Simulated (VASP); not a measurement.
# H19NO8 in VASP: a series of runs, part 2 of 3

VASP 6.6.1. The steps go on from the part before.

## 4. Single point, PBE+D3(BJ)

Contents of INCAR:

```
PREC = Accurate
ENCUT = 520
EDIFF = 1E-6
ISMEAR = -1
SIGMA = 0.05
LREAL = F
LASPH = T
NELM = 120
ALGO = Normal
ISIF = 2
LWAVE = F
LCHARG = F
GGA = PE
IVDW = 12
NBANDS = 56
GGA_COMPAT = F
```

Contents of KPOINTS:

```
regular mesh
0
Gamma
  1 1 1
```

Contents of POSCAR:

```
H19NO8
1.0
    6.7452640000      0.0000000000      0.0000000000
    0.0000000000      6.7452640000      0.0000000000
    0.0000000000      0.0000000000      6.7452640000
O H N
8 19 1
Direct
    0.6372471115      1.0427760870      0.6032232393
    0.5026044941      0.6407903382      0.6921597138
    0.9224398037      0.7824304579      0.2118968212
    0.1864270991      0.0030539946      0.5630024266
    0.3266291727      0.1686664896      0.1173860652
    0.6014886890      0.4441931406      0.3000772097
    0.0453799881      0.4644295612      0.4398641773
    0.2108590561      0.7976856058     -0.0655719331
    0.7094903921      1.1243889046      0.7038419845
    0.7446558059      0.9905171984      0.5128635440
    0.5861890654      0.5341970307      0.7433808373
    0.5799624744      0.7748399470      0.6858738220
    1.0268538044      0.7845504639      0.1106998925
    0.7958621041      0.7807552084      0.1263108457
    0.3260213388      0.0362773051      0.5329813629
    0.1854041591     -0.1044881268      0.6551411479
    0.4566907982      0.2376926982      0.1486376219
    0.2938950944      0.0757865074      0.2256694475
    0.5632841057      0.5150725012      0.4197611836
    0.7310759075      0.3894732660      0.3264067945
    0.0283754646      0.5955734275      0.3757895910
    0.0914419361      0.3869974548      0.3230859459
    0.2965932838      0.9180367144     -0.0629182194
    0.3023009922      0.6971113362     -0.1179197730
    0.9485321850      0.2657864837      0.9636094303
    1.0156607658      0.1906967615      0.7475022475
    0.8996089701      0.4006811298      0.7798360450
    0.9025147125      0.2574843624      0.8238076375
```

Potentials or basis: VASP PAW PBE potentials, release 64 (O, H, N).

Run with:

```console
$ cat potpaw_PBE.64/O/POTCAR potpaw_PBE.64/H/POTCAR potpaw_PBE.64/N/POTCAR > POTCAR
$ mpirun -np 1 vasp_gam > vasp.out
```

OUTCAR:

```text
PREC = Accurate
   ENCUT = 520
   EDIFF = 1E-6
   ISMEAR = -1
   LREAL = F
   LASPH = T
   NELM = 120
   ISIF = 2
   GGA = PE
   IVDW = 12
 IVDW          = 12

 ion  position               nearest neighbor table
   1  0.637  0.043  0.603-   9 1.00  10 1.01
   2  0.503  0.641  0.692-  11 0.98  12 1.04
   3  0.922  0.782  0.212-  13 0.98  14 1.03
   4  0.186  0.003  0.563-  16 0.96  15 0.99
   5  0.327  0.169  0.117-  18 0.99  17 1.02
   6  0.601  0.444  0.300-  20 0.97  19 0.97
   7  0.045  0.464  0.440-  21 0.99  22 0.99
   8  0.211  0.798  0.934-  24 0.98  23 1.00
   9  0.709  0.124  0.704-   1 1.00
  10  0.745  0.991  0.513-   1 1.01
  11  0.586  0.534  0.743-   2 0.98
  12  0.580  0.775  0.686-   2 1.04
  13  0.027  0.785  0.111-   3 0.98
  14  0.796  0.781  0.126-   3 1.03
[... 11 lines left out ...]
  26  0.016  0.191  0.748-  28 1.02
  27  0.900  0.401  0.780-  28 1.01
  28  0.903  0.257  0.824-  25 0.99  27 1.01  26 1.02

  LATTYP: Found a simple cubic cell.
 ALAT       =     6.7452640000

  Lattice vectors:

 A1 = (   6.7452640000,   0.0000000000,   0.0000000000)
 A2 = (   0.0000000000,   6.7452640000,   0.0000000000)
 A3 = (   0.0000000000,   0.0000000000,   6.7452640000)

Analysis of symmetry for initial positions (statically):
=====================================================================
 Subroutine PRICEL returns:
 Original cell was already a primitive cell.

 Routine SETGRP: Setting up the symmetry group for a
 simple cubic supercell.

 Subroutine GETGRP returns: Found  1 space group operations
 (whereof  1 operations were pure point group operations)
 out of a pool of 48 trial point group operations.

The static configuration has the point symmetry C_1 .

Analysis of symmetry for dynamics (positions and initial velocities):
=====================================================================
 Subroutine PRICEL returns:
 Original cell was already a primitive cell.

 Routine SETGRP: Setting up the symmetry group for a
 simple cubic supercell.

 Subroutine GETGRP returns: Found  1 space group operations
 (whereof  1 operations were pure point group operations)
 out of a pool of 48 trial point group operations.

The dynamic configuration has the point symmetry C_1 .

 Subroutine INISYM returns: Found  1 space group operations
 (whereof  1 operations are pure point group operations),
 and found     1 'primitive' translations

----------------------------------------------------------------------------------------

                                     Primitive cell

  volume of cell :     306.9000

  direct lattice vectors                    reciprocal lattice vectors
     6.745264000  0.000000000  0.000000000     0.148252166  0.000000000  0.000000000
     0.000000000  6.745264000  0.000000000     0.000000000  0.148252166  0.000000000
     0.000000000  0.000000000  6.745264000     0.000000000  0.000000000  0.148252166

  length of vectors
     6.745264000  6.745264000  6.745264000     0.148252166  0.148252166  0.148252166

  position of ions in fractional coordinates (direct lattice)
     0.637247112  0.042776087  0.603223239
     0.502604494  0.640790338  0.692159714
     0.922439804  0.782430458  0.211896821
     0.186427099  0.003053995  0.563002427
     0.326629173  0.168666490  0.117386065
     0.601488689  0.444193141  0.300077210
[... 20 lines left out ...]
     0.899608970  0.400681130  0.779836045
     0.902514713  0.257484362  0.823807638

  ion indices of the primitive-cell ions
   primitive index   ion index
                 1           1
                 2           2
                 3           3
                 4           4
                 5           5
                 6           6
[... 20 lines left out ...]
                27          27
                28          28

----------------------------------------------------------------------------------------

 KPOINTS: regular mesh

Automatic generation of k-mesh.
 Grid dimensions read from file:
 generate k-points for:    1    1    1

 Generating k-lattice:

  Cartesian coordinates                     Fractional coordinates (reciprocal lattice)
     0.148252166  0.000000000  0.000000000     1.000000000  0.000000000  0.000000000
     0.000000000  0.148252166  0.000000000     0.000000000  1.000000000  0.000000000
     0.000000000  0.000000000  0.148252166     0.000000000  0.000000000  1.000000000

  Length of vectors
     0.148252166  0.148252166  0.148252166

  Shift w.r.t. Gamma in fractional coordinates (k-lattice)
     0.000000000  0.000000000  0.000000000

 Subroutine IBZKPT returns following result:
 ===========================================

 Found      1 irreducible k-points:

 Following reciprocal coordinates:
            Coordinates               Weight
  0.000000  0.000000  0.000000      1.000000
   k-points           NKPTS =      1   k-points in BZ     NKDIM =      1   number of bands    NBANDS=     56
   number of dos      NEDOS =    301   number of ions     NIONS =     28
   total plane-waves  NPLWV = 125000
   dimension x,y,z NGX =    50 NGY =   50 NGZ =   50
   dimension x,y,z NGXF=   100 NGYF=  100 NGZF=  100
   ions per type =               8  19   1
   NGX,Y,Z   is equivalent  to a cutoff of  12.32, 12.32, 12.32 a.u.
   NGXF,Y,Z  is equivalent  to a cutoff of  24.65, 24.65, 24.65 a.u.
 SYSTEM =  unknown system
   PREC   = accura    normal or accurate (medium, high low for compatibility)
   ISTART =      0    job   : 0-new  1-cont  2-samecut
   ICHARG =      2    charge: 1-file 2-atom 10-const
   ISPIN  =      1    spin polarized calculation?
   LNONCOLLINEAR =      F non collinear calculations
   LSORBIT =      F    spin-orbit coupling
   LASPH  =      T    aspherical Exc in radial PAW
   ENCUT  =  520.0 eV  38.22 Ry    6.18 a.u.  12.54 12.54 12.54*2*pi/ulx,y,z
   NELM   =    120;   NELMIN=  2; NELMDL= -5     # of ELM steps
   EDIFF  = 0.1E-05   stopping-criterion for ELM
   LREAL  =      F    real-space projection
   EDIFFG = 0.1E-04   stopping-criterion for IOM
   NSW    =      0    number of steps for IOM
   IBRION =     -1    ionic relax: 0-MD 1-quasi-New 2-CG
   NFREE  =      0    steps in history (QN), initial steepest desc. (CG)
   ISIF   =      2    stress and relaxation
   ISYM   =      2    0-nonsym 1-usesym 2-fastsym
   POTIM  = 0.5000    time-step for ionic-motion
   TEBEG  =    0.0;   TEEND  =   0.0 temperature during run
   PSTRESS=    0.0 pullay stress
   NELECT =      72.0000    total number of electrons
   NUPDOWN=      -1.0000    fix difference up-down
   EMIN   =  10.00;   EMAX   =-10.00  energy-range for DOS
   EFERMI =   0.00;   METHOD = LEGACY
   ISMEAR =    -1;   SIGMA  =   0.05  broadening in eV -4-tet -1-fermi 0-gaus
   EFERMI_NEDOS =   21; number of points for ismear=-14 and -15
   IALGO  =     38    algorithm
   IMIX   =      4    mixing-type and parameters
     AMIX     =   0.40;   BMIX     =  1.00
     AMIX_MAG =   1.60;   BMIX_MAG =  1.00
  volume/ion in A,a.u.               =      10.96        73.97
  Fermi-wavevector in a.u.,A,eV,Ry     =   1.009687  1.908032 13.870699  1.019468
  Thomas-Fermi vector in A             =   2.142630
   LORBIT       =      0    0 simple, 1 ext, 2 COOP (PROOUT), +10 PAW based schemes
   GGA     = PE    functional components
   LHFCALC =     F    Hartree Fock is set to
   AEXX    =    0.0000 exact exchange contribution
   IVDW    =    12    specifies the selected vdW correction
   LEPSILON=     F    determine dielectric tensor
   LRPA    =     F    only Hartree local field effects (RPA)
 non-spin polarized calculation
  energy-cutoff  :      520.00
  volume of cell :      306.90
 maximum number of plane-waves:      4145
 NGX is ok and might be reduce to    50
   NGX = 25   NGY = 25   NGZ = 25

 number of electron      72.0000008 magnetization

 Free energy of the ion-electron system (eV)
  ---------------------------------------------------
  ext. energy  EPLUGINS =         0.00000000
  ---------------------------------------------------
  free energy    TOTEN  =      -135.86205924 eV

  energy without entropy =     -135.86205924  energy(sigma->0) =     -135.86205924

 E-fermi :  -2.4631     XC(G=0):  -6.4651

 val. band max:       -3.7436580444   @ k =   0.0000   0.0000   0.0000
 cond. band min:       0.3762913612   @ k =   0.0000   0.0000   0.0000
 fundamental gap:      4.1199494056
 Fermi energy:        -2.4631439046

 k-point     1 :       0.0000    0.0000    0.0000
  band No.  band energies     occupation
      1     -22.8290      2.00000
      2     -22.4986      2.00000
      3     -22.2150      2.00000
      4     -22.1172      2.00000
      5     -22.0441      2.00000
      6     -21.9378      2.00000
[... 40 lines left out ...]
     47       6.0712      0.00000
     48       6.1862      0.00000
 [bands above 48 left out]

------------------------ aborting loop because EDIFF is reached ----------------------------------------

 Edisp (eV)   -0.84872

 E8    (eV) :    -0.1713

  FORCE on cell =-STRESS in cart. coord.  units (eV):
  Direction    XX          YY          ZZ          XY          YZ          ZX
  --------------------------------------------------------------------------------------
  -------------------------------------------------------------------------------------
  Total      -4.19207    -3.51853    -0.84478    -1.68349    -1.44928     0.99104
  in kB     -21.88479   -18.36858    -4.41018    -8.78871    -7.56597     5.17376
  external pressure =      -14.89 kB  Pullay stress =        0.00 kB

 VOLUME and BASIS-vectors are now :
 -----------------------------------------------------------------------------
  energy-cutoff  :      520.00
  volume of cell :      306.90
      direct lattice vectors                 reciprocal lattice vectors
     6.745264000  0.000000000  0.000000000     0.148252166  0.000000000  0.000000000
     0.000000000  6.745264000  0.000000000     0.000000000  0.148252166  0.000000000
     0.000000000  0.000000000  6.745264000     0.000000000  0.000000000  0.148252166

 POSITION                                       TOTAL-FORCE (eV/Angst)
 -----------------------------------------------------------------------------------
      4.29840      0.28854      4.06890         0.666400     -1.345443     -1.018262
      3.39020      4.32230      4.66880         0.776232      1.329773     -0.129066
      6.22210      5.27770      1.42930        -2.336408      0.241616     -1.173053
      1.25750      0.02060      3.79760         0.332848      1.282823     -1.292060
      2.20320      1.13770      0.79180         0.729075      0.012293      0.116971
      4.05720      2.99620      2.02410        -0.341033     -0.217849     -0.804671
[... 20 lines left out ...]
      6.06810      2.70270      5.26020         0.200891      0.359255     -0.529196
      6.08770      1.73680      5.55680        -0.569760     -0.165513     -0.585815
 -----------------------------------------------------------------------------------
    total drift:                               -0.000825      0.001746      0.002320

  FREE ENERGIE OF THE ION-ELECTRON SYSTEM (eV)
  ---------------------------------------------------
  free  energy   TOTEN  =      -136.7107825984 eV

  energy  without entropy=     -136.7107825984  energy(sigma->0) =     -136.71078260
```

Run time: 32 s. Hardware: 1 thread of Intel Xeon Platinum 8488C (Sapphire Rapids), shared host; peak memory 0.32 GiB.

What came out:

```yaml
Free_energy: -136.7108 eV
Pressure: -1.5 GPa
Largest_force: 2.625 eV/Å
Band_gap_on_the_k_mesh: 4.12 eV
Dispersion_energy_per_atom: -0.030 eV
```

Forces on the atoms (eV/Å):
```
O    0.666 -1.345 -1.018
O    0.776  1.330 -0.129
O   -2.336  0.242 -1.173
O    0.333  1.283 -1.292
O    0.729  0.012  0.117
O   -0.341 -0.218 -0.805
O    0.181 -0.242 -1.109
O    0.585  0.542 -0.195
H    0.446  0.148  0.168
H   -0.986  0.700  0.832
H    0.136  0.381  0.047
H   -0.744 -1.564  0.060
H    0.540  0.144 -0.314
H    1.777 -0.176  1.515
H   -0.454 -0.272  0.632
H    0.224 -0.875  0.684
H   -1.370 -0.483  0.361
H    0.364  0.559 -0.268
H   -0.202  0.072  0.269
H    0.533  0.120  0.346
H   -0.342 -0.103  0.230
H    0.051  0.140  0.898
H   -0.620 -0.219  0.409
H    0.017 -0.216 -0.168
H    0.254 -0.261  1.291
H    0.153  0.109 -0.273
H    0.201  0.359 -0.529
N   -0.570 -0.166 -0.586
```

Stress tensor (GPa, compression positive):
```
-2.19 -0.88  0.52
-0.88 -1.84 -0.76
 0.52 -0.76 -0.44
```

Levels at points of the mesh, in eV from the valence-band top:
```
           k point  band 33  band 34  band 35  band 36  band 37  band 38  band 39  band 40
(0.00, 0.00, 0.00)    -0.39    -0.21    -0.16     0.00     4.12     6.97     7.21     7.49
```

Caveat: the k points lie up to 0.93 Å⁻¹ apart.

(Continued in part 3 of 3.)
